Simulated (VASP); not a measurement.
# SnO2 (Fm-3m) in VASP: further runs

Runs on SnO2. Level: PBE. Tasks: single point.

Program: VASP 6.6.1. These are calculated values, not measurements. Logs are shortened: lines on timing, memory, paths and dates and some standing lists are left out, and cuts for length are marked.

### Step 1. The cell of the first run

It takes space group Fm-3m (No. 225, cubic). The conventional cell has a = 5.148 Å, b = 5.148 Å, c = 5.148 Å, α = 90.00°, β = 90.00°, γ = 90.00°. Within 2.9 Å of Sn (site symmetry m-3m) lie 8 O at 2.23 Å. O (site symmetry -43m) has 4 Sn at 2.23 Å and 6 O at 2.57 Å within 2.9 Å.

### Step 2. Single point, PBE

File INCAR:

```
PREC = Accurate ; ENCUT = 520
EDIFF = 1E-6 ; ISMEAR = 0
SIGMA = 0.024 ; LREAL = F
LASPH = T ; NELM = 100
ALGO = Normal ; ISIF = 2
LWAVE = F ; LCHARG = F
GGA = PE ; NBANDS = 20
```

File KPOINTS:

```
regular mesh
0
Gamma
  9 9 9
```

File POSCAR:

```
SnO2
1.0
    0.0000000000      2.5741500000      2.5741500000
    2.5741500000      0.0000000000      2.5741500000
    2.5741500000      2.5741500000      0.0000000000
Sn O
1 2
Direct
    0.0000000000      0.0000000000      0.0000000000
    0.7500000000      0.7500000000      0.7500000000
    0.2500000000      0.2500000000      0.2500000000
```

Potentials or basis: VASP PAW PBE potentials, release 64 (Sn_d, O).

Command:

```
$ cat potpaw_PBE.64/Sn_d/POTCAR potpaw_PBE.64/O/POTCAR > POTCAR
$ mpirun -np 1 vasp_std > vasp.out
```

OUTCAR:

```text
PREC = Accurate
   ENCUT = 520
   EDIFF = 1E-6
   ISMEAR = 0
   LREAL = F
   LASPH = T
   NELM = 100
   ISIF = 2
   GGA = PE

 ion  position               nearest neighbor table
   1  0.000  0.000  0.000-   2 2.23   3 2.23   2 2.23   2 2.23   2 2.23   3 2.23   3 2.23   3 2.23

   2  0.750  0.750  0.750-   1 2.23   1 2.23   1 2.23   1 2.23
   3  0.250  0.250  0.250-   1 2.23   1 2.23   1 2.23   1 2.23

  LATTYP: Found a face centered cubic cell.
 ALAT       =     5.1483000000

  Lattice vectors:

 A1 = (   0.0000000000,   2.5741500000,   2.5741500000)
 A2 = (   2.5741500000,   0.0000000000,   2.5741500000)
 A3 = (   2.5741500000,   2.5741500000,   0.0000000000)

Analysis of symmetry for initial positions (statically):
=====================================================================
 Subroutine PRICEL returns:
 Original cell was already a primitive cell.

 Routine SETGRP: Setting up the symmetry group for a
 face centered cubic supercell.

 Subroutine GETGRP returns: Found 48 space group operations
 (whereof 48 operations were pure point group operations)
 out of a pool of 48 trial point group operations.

The static configuration has the point symmetry O_h .

Analysis of symmetry for dynamics (positions and initial velocities):
=====================================================================
 Subroutine PRICEL returns:
 Original cell was already a primitive cell.

 Routine SETGRP: Setting up the symmetry group for a
 face centered cubic supercell.

 Subroutine GETGRP returns: Found 48 space group operations
 (whereof 48 operations were pure point group operations)
 out of a pool of 48 trial point group operations.

The dynamic configuration has the point symmetry O_h .

 Subroutine INISYM returns: Found 48 space group operations
 (whereof 48 operations are pure point group operations),
 and found     1 'primitive' translations

----------------------------------------------------------------------------------------

                                     Primitive cell

  volume of cell :      34.1139

  direct lattice vectors                    reciprocal lattice vectors
     0.000000000  2.574150000  2.574150000    -0.194238875  0.194238875  0.194238875
     2.574150000  0.000000000  2.574150000     0.194238875 -0.194238875  0.194238875
     2.574150000  2.574150000  0.000000000     0.194238875  0.194238875 -0.194238875

[... 82 lines left out ...]
   LASPH  =      T    aspherical Exc in radial PAW
   ENCUT  =  520.0 eV  38.22 Ry    6.18 a.u.   6.77  6.77  6.77*2*pi/ulx,y,z
   NELM   =    100;   NELMIN=  2; NELMDL= -5     # of ELM steps
   EDIFF  = 0.1E-05   stopping-criterion for ELM
   LREAL  =      F    real-space projection
   EDIFFG = 0.1E-04   stopping-criterion for IOM
   NSW    =      0    number of steps for IOM
   IBRION =     -1    ionic relax: 0-MD 1-quasi-New 2-CG
   NFREE  =      0    steps in history (QN), initial steepest desc. (CG)
   ISIF   =      2    stress and relaxation
   ISYM   =      2    0-nonsym 1-usesym 2-fastsym
   POTIM  = 0.5000    time-step for ionic-motion
   TEBEG  =    0.0;   TEEND  =   0.0 temperature during run
   PSTRESS=    0.0 pullay stress
   NELECT =      26.0000    total number of electrons
   NUPDOWN=      -1.0000    fix difference up-down
   EMIN   =  10.00;   EMAX   =-10.00  energy-range for DOS
   EFERMI =   0.00;   METHOD = LEGACY
   ISMEAR =     0;   SIGMA  =   0.02  broadening in eV -4-tet -1-fermi 0-gaus
   EFERMI_NEDOS =   21; number of points for ismear=-14 and -15
   IALGO  =     38    algorithm
   IMIX   =      4    mixing-type and parameters
     AMIX     =   0.40;   BMIX     =  1.00
     AMIX_MAG =   1.60;   BMIX_MAG =  1.00
  volume/ion in A,a.u.               =      11.37        76.74
  Fermi-wavevector in a.u.,A,eV,Ry     =   1.495393  2.825884 30.425363  2.236201
  Thomas-Fermi vector in A             =   2.607544
   LORBIT       =      0    0 simple, 1 ext, 2 COOP (PROOUT), +10 PAW based schemes
   GGA     = PE    functional components
   LHFCALC =     F    Hartree Fock is set to
   AEXX    =    0.0000 exact exchange contribution
   IVDW    =     0    specifies the selected vdW correction
   LEPSILON=     F    determine dielectric tensor
   LRPA    =     F    only Hartree local field effects (RPA)
 non-spin polarized calculation
 Gauss-broadening in eV      SIGMA  =   0.02
  energy-cutoff  :      520.00
  volume of cell :       34.11
 maximum number of plane-waves:       941
   NGX = 13   NGY = 13   NGZ = 13

 number of electron      25.9999992 magnetization

 Free energy of the ion-electron system (eV)
  ---------------------------------------------------
  ext. energy  EPLUGINS =         0.00000000
  ---------------------------------------------------
  free energy    TOTEN  =       -17.91703349 eV

  energy without entropy =      -17.91691897  energy(sigma->0) =      -17.91697623

 E-fermi :   7.3019     XC(G=0): -11.6629

 val. band max:        7.2678923239   @ k =  -0.3333   0.4444   0.1111
 cond. band min:       8.3992149201   @ k =   0.1111   0.0000   0.0000
 fundamental gap:      1.1313225962
 Fermi energy:         7.3018679945

 k-point     1 :       0.0000    0.0000    0.0000
  band No.  band energies     occupation
      1     -13.2157      2.00000
      2     -13.2157      2.00000
      3     -13.2157      2.00000
      4     -13.0920      2.00000
      5     -13.0920      2.00000
      6     -11.9494      2.00000
[... 541 lines left out ...]
     19      24.3781      0.00000
     20      24.8385      0.00000

 [... further k-points ...]

------------------------ aborting loop because EDIFF is reached ----------------------------------------

  FORCE on cell =-STRESS in cart. coord.  units (eV):
  Direction    XX          YY          ZZ          XY          YZ          ZX
  --------------------------------------------------------------------------------------
  -------------------------------------------------------------------------------------
  Total        0.0173607      0.0173607      0.0173607      0.0000000      0.0000000     -0.0000000
  in kB        0.8153526      0.8153526      0.8153526      0.0000000      0.0000000     -0.0000000
  external PRESSURE =       0.8153526 kB  Pullay stress =       0.0000000 kB

 VOLUME and BASIS-vectors are now :
 -----------------------------------------------------------------------------
  energy-cutoff  :      520.00
  volume of cell :       34.11
      direct lattice vectors                 reciprocal lattice vectors
     0.000000000  2.574150000  2.574150000    -0.194238875  0.194238875  0.194238875
     2.574150000  0.000000000  2.574150000     0.194238875 -0.194238875  0.194238875
     2.574150000  2.574150000  0.000000000     0.194238875  0.194238875 -0.194238875

 POSITION                                       TOTAL-FORCE (eV/Angst)
 -----------------------------------------------------------------------------------
      0.00000      0.00000      0.00000         0.000000      0.000000      0.000000
      3.86123      3.86123      3.86123         0.000000      0.000000      0.000000
      1.28707      1.28707      1.28707        -0.000000     -0.000000     -0.000000
 -----------------------------------------------------------------------------------
    total drift:                               -0.000000     -0.000000      0.000000

  FREE ENERGIE OF THE ION-ELECTRON SYSTEM (eV)
  ---------------------------------------------------
  free  energy   TOTEN  =       -17.9170334856 eV

  energy  without entropy=      -17.9169189675  energy(sigma->0) =      -17.91697623
```

OSZICAR:

```text
N       E                     dE             d eps       ncg     rms          rms(c)
DAV:   1     0.248013419295E+03    0.24801E+03   -0.13414E+04  1480   0.202E+03
DAV:   2     0.607353060916E+01   -0.24194E+03   -0.23002E+03  1468   0.494E+02
DAV:   3    -0.203033536858E+02   -0.26377E+02   -0.26049E+02  1596   0.138E+02
DAV:   4    -0.210289280078E+02   -0.72557E+00   -0.72482E+00  1572   0.239E+01
DAV:   5    -0.210444761817E+02   -0.15548E-01   -0.15547E-01  1756   0.363E+00    0.107E+01
DAV:   6    -0.179112375275E+02    0.31332E+01   -0.11286E+01  2112   0.572E+01    0.382E+00
DAV:   7    -0.179316165556E+02   -0.20379E-01   -0.67874E-01  1496   0.598E+00    0.193E+00
DAV:   8    -0.179189297073E+02    0.12687E-01   -0.79554E-02  1544   0.261E+00    0.382E-01
DAV:   9    -0.179164459859E+02    0.24837E-02   -0.13126E-02  2156   0.154E+00    0.843E-02
DAV:  10    -0.179170258188E+02   -0.57983E-03   -0.15165E-03  1520   0.443E-01    0.231E-02
DAV:  11    -0.179170325187E+02   -0.67000E-05   -0.68137E-05  1892   0.139E-01    0.166E-02
DAV:  12    -0.179170336446E+02   -0.11259E-05   -0.10252E-05  1700   0.281E-02    0.704E-03
DAV:  13    -0.179170334856E+02    0.15898E-06   -0.25458E-06  1352   0.105E-02
   1 F= -.17917033E+02 E0= -.17916976E+02  d E =-.114518E-03
```

Wall time 15 s (1 thread of Intel Xeon Platinum 8488C (Sapphire Rapids), shared host); peak memory 0.16 GiB.

Results:

| Quantity | Value |
| --- | --- |
| Free energy | -17.9170 eV |
| Pressure | 0.1 GPa |
| Band gap on the k mesh | zero (band 13 reaches 7.27 eV, above the bottom of band 14 at 7.16 eV) |

Caveat: spin-orbit coupling is left out, which moves the levels of the heavy elements.

### Step 3. Single point, PBE

File INCAR:

```
PREC = Accurate
ENCUT = 520
EDIFF = 1E-6
ISMEAR = 0
SIGMA = 0.025
LREAL = F
LASPH = T
NELM = 100
ALGO = Normal
ISIF = 2
LWAVE = F
LCHARG = F
GGA = PE
NBANDS = 20
```

KPOINTS is that of step 2.

POSCAR is that of step 2.

Potentials or basis: VASP PAW PBE potentials, release 64 (Sn_d, O).

Command:

```
$ cat potpaw_PBE.64/Sn_d/POTCAR potpaw_PBE.64/O/POTCAR > POTCAR
$ mpirun -np 1 vasp_std > vasp.out
```

Run time: 16 s. Hardware: 1 thread of Intel Xeon Platinum 8488C (Sapphire Rapids), shared host; peak memory 0.16 GiB.

It converged, with:

```yaml
Free_energy: -17.9170 eV
Pressure: 0.1 GPa
Band_gap_on_the_k_mesh: zero (band 13 reaches 7.27 eV, above the bottom of band 14 at 7.16 eV)
```

Levels at points of the mesh, in eV from the Fermi level:
| k point | band 10 | band 11 | band 12 | band 13 | band 14 | band 15 | band 16 | band 17 |
| --- | --- | --- | --- | --- | --- | --- | --- | --- |
| (0.00, 0.00, 0.00) | -2.74 | -1.26 | -1.26 | -1.26 | -0.14 | 7.02 | 7.02 | 7.02 |

Caveat: spin-orbit coupling is left out, which moves the levels of the heavy elements.

### Step 4. Single point, PBE

File INCAR:

```
PREC     = Accurate       # precision mode
ENCUT    = 520            # plane-wave cutoff, eV
EDIFF    = 1E-6           # SCF threshold, eV
ISMEAR   = 0              # smearing method
SIGMA    = 0.026000000000000002 # smearing width, eV
LREAL    = F              # projectors in reciprocal space
LASPH    = T              # aspherical terms in the spheres
NELM     = 100            # most SCF steps
ALGO     = Normal         # electronic algorithm
ISIF     = 2              # what is computed and relaxed
LWAVE    = F              # write WAVECAR
LCHARG   = F              # write CHGCAR
GGA      = PE             # functional
NBANDS   = 20             # bands
```

File KPOINTS:

```
Automatic mesh
0
Gamma
  9 9 9
```

POSCAR is that of step 3.

Potentials or basis: VASP PAW PBE potentials, release 64 (Sn_d, O).

Command:

```
$ cat potpaw_PBE.64/Sn_d/POTCAR potpaw_PBE.64/O/POTCAR > POTCAR
$ mpirun -np 1 vasp_std > vasp.out
```

OUTCAR:

```text
PREC = Accurate
   ENCUT = 520
   EDIFF = 1E-6
   ISMEAR = 0
   LREAL = F
   LASPH = T
   NELM = 100
   ISIF = 2
   GGA = PE

 ion  position               nearest neighbor table
   1  0.000  0.000  0.000-   2 2.23   3 2.23   2 2.23   2 2.23   2 2.23   3 2.23   3 2.23   3 2.23

   2  0.750  0.750  0.750-   1 2.23   1 2.23   1 2.23   1 2.23
   3  0.250  0.250  0.250-   1 2.23   1 2.23   1 2.23   1 2.23

  LATTYP: Found a face centered cubic cell.
 ALAT       =     5.1483000000
[... 745 lines left out ...]

  FORCE on cell =-STRESS in cart. coord.  units (eV):
  Direction    XX          YY          ZZ          XY          YZ          ZX
  --------------------------------------------------------------------------------------
  -------------------------------------------------------------------------------------
  Total        0.0173642      0.0173642      0.0173642     -0.0000000      0.0000000      0.0000000
  in kB        0.8155166      0.8155166      0.8155166     -0.0000000      0.0000000      0.0000000
  external PRESSURE =       0.8155166 kB  Pullay stress =       0.0000000 kB

 VOLUME and BASIS-vectors are now :
 -----------------------------------------------------------------------------
  energy-cutoff  :      520.00
  volume of cell :       34.11
      direct lattice vectors                 reciprocal lattice vectors
     0.000000000  2.574150000  2.574150000    -0.194238875  0.194238875  0.194238875
     2.574150000  0.000000000  2.574150000     0.194238875 -0.194238875  0.194238875
     2.574150000  2.574150000  0.000000000     0.194238875  0.194238875 -0.194238875

 POSITION                                       TOTAL-FORCE (eV/Angst)
 -----------------------------------------------------------------------------------
      0.00000      0.00000      0.00000         0.000000     -0.000000     -0.000000
      3.86123      3.86123      3.86123        -0.000000     -0.000000      0.000000
      1.28707      1.28707      1.28707         0.000000      0.000000     -0.000000
 -----------------------------------------------------------------------------------
    total drift:                               -0.000000     -0.000000      0.000000

  FREE ENERGIE OF THE ION-ELECTRON SYSTEM (eV)
  ---------------------------------------------------
  free  energy   TOTEN  =       -17.9170430353 eV

  energy  without entropy=      -17.9169187889  energy(sigma->0) =      -17.91698091
```

OSZICAR:

```text
N       E                     dE             d eps       ncg     rms          rms(c)
DAV:   1     0.248013340851E+03    0.24801E+03   -0.13414E+04  1480   0.202E+03
DAV:   2     0.607353060868E+01   -0.24194E+03   -0.23002E+03  1468   0.494E+02
DAV:   3    -0.203033536858E+02   -0.26377E+02   -0.26049E+02  1596   0.138E+02
DAV:   4    -0.210289280078E+02   -0.72557E+00   -0.72482E+00  1572   0.239E+01
DAV:   5    -0.210444761817E+02   -0.15548E-01   -0.15547E-01  1756   0.363E+00    0.107E+01
DAV:   6    -0.179112470881E+02    0.31332E+01   -0.11286E+01  2112   0.572E+01    0.382E+00
DAV:   7    -0.179316261131E+02   -0.20379E-01   -0.67874E-01  1496   0.598E+00    0.193E+00
DAV:   8    -0.179189392617E+02    0.12687E-01   -0.79554E-02  1544   0.261E+00    0.382E-01
DAV:   9    -0.179164555367E+02    0.24837E-02   -0.13126E-02  2156   0.154E+00    0.843E-02
DAV:  10    -0.179170353698E+02   -0.57983E-03   -0.15165E-03  1520   0.443E-01    0.231E-02
DAV:  11    -0.179170420693E+02   -0.66995E-05   -0.68137E-05  1892   0.139E-01    0.166E-02
DAV:  12    -0.179170431954E+02   -0.11262E-05   -0.10252E-05  1700   0.281E-02    0.704E-03
DAV:  13    -0.179170430353E+02    0.16013E-06   -0.25457E-06  1352   0.105E-02
   1 F= -.17917043E+02 E0= -.17916981E+02  d E =-.124246E-03
```

stdout:

```text
POSCAR found type information on POSCAR SnO
 POSCAR found :  2 types and       3 ions
 scaLAPACK will be used
 LDA part: xc-table for (Slater+PW92), standard interpolation
 POSCAR, INCAR and KPOINTS ok, starting setup
 FFT: planning ... GRIDC
 FFT: planning ... GRID_SOFT
 FFT: planning ... GRID
 WAVECAR not read
 entering main loop
```

It took 15 s on 1 thread of Intel Xeon Platinum 8488C (Sapphire Rapids), shared host; peak memory 0.16 GiB.

What came out:

| Property | Result |
| --- | --- |
| Free energy | -17.9170 eV |
| Pressure | 0.1 GPa |
| Band gap on the k mesh | zero (band 13 reaches 7.27 eV, above the bottom of band 14 at 7.16 eV) |

Caveat: spin-orbit coupling is left out, which moves the levels of the heavy elements.

(Continued in part 2 of 2.)
